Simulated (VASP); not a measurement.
ZrAl3N4: relaxation of cell and atoms with PBE

ZrAl3N4:

```
CELL_PARAMETERS angstrom
4.71637 0.00000 0.00000
0.00000 4.71637 0.00000
0.00000 0.00000 4.71637
ATOMIC_POSITIONS crystal
Zr 0.50000 0.50000 0.50000
Al 0.00000 0.50000 0.00000
Al 0.50000 0.00000 0.00000
Al 0.00000 0.00000 0.50000
N 0.00000 0.00000 0.00000
N 0.50000 0.00000 0.50000
N 0.00000 0.50000 0.50000
N 0.50000 0.50000 0.00000
```

- Program: VASP 6.6.1
- Task: relaxation of cell and atoms
- Functional: PBE
- Potentials or basis: VASP PAW PBE potentials, release 64 (Zr_sv, Al, N)
- Cutoff: 600 eV
- k mesh: 4 × 4 × 4
- Occupations: gaussian, width 0.1 eV
- Spin: no spin polarisation
- Dipole correction: no
- Further INCAR settings: ALGO = Normal; EDIFF = 1e-07; IBRION = 2; EDIFFG = -0.04; NSW = 90; ISIF = 3

```json
{
  "Relaxed volume": "9.90 Å³/atom",
  "Relaxed cell": "a = 4.294 Å, b = 4.294 Å, c = 4.294 Å, α = 90.00°, β = 90.00°, γ = 90.00°",
  "Space group after relaxing (to 0.05 Å)": "Pm-3m (No. 221)",
  "Energy gained by relaxing": "412.9 meV/atom",
  "Ionic steps": "4",
  "Pressure after relaxing": "0.1 GPa"
}
```

Step by step:
| step | energy change (eV) | largest force (eV/Å) | pressure (GPa) | volume (Å³) |
| --- | --- | --- | --- | --- |
| 1 | 0.0000 | 0.0000 | -32.84 | 104.91 |
| 2 | -2.2219 | 0.0000 | 38.92 | 69.16 |
| 3 | -3.3018 | 0.0000 | -1.12 | 79.65 |
| 4 | -3.3032 | 0.0000 | 0.11 | 79.19 |

Final structure:
```
Zr Al N
1.0
     4.29431    0.00000    0.00000
     0.00000    4.29431    0.00000
     0.00000    0.00000    4.29431
Zr Al N
1 3 4
Direct
  0.50000 0.50000 0.50000
  0.00000 0.50000 0.00000
  0.50000 0.00000 0.00000
  0.00000 0.00000 0.50000
  0.00000 0.00000 0.00000
  0.50000 0.00000 0.50000
  0.00000 0.50000 0.50000
  0.50000 0.50000 0.00000
```

Levels at points of the mesh, in eV from the Fermi level:
```tsv
k point	band 17	band 18	band 19	band 20	band 21	band 22	band 23	band 24
(0.00, 0.00, 0.00)	-4.63	-3.24	-3.24	-3.24	-1.61	-1.61	-1.61	-0.73
(0.50, 0.00, 0.00)	-5.25	-5.25	-3.65	-3.65	-1.19	1.80	1.80	2.21
(0.50, 0.50, 0.00)	-4.61	-4.44	-4.44	-4.18	1.91	1.91	2.38	3.38
(0.50, 0.50, 0.50)	-4.71	-4.56	-4.56	-4.56	1.19	1.74	1.74	1.74
```

Run time: 2 min on 1 thread of Intel(R) Xeon(R) Platinum 8375C CPU @ 2.90GHz (Ice Lake), on a shared host, peak memory 0.26 GiB.

Caveat: the volume moved by over 15 % at a fixed basis, so the end points are rough; the bands computed are all filled at some k points, so no gap is given.
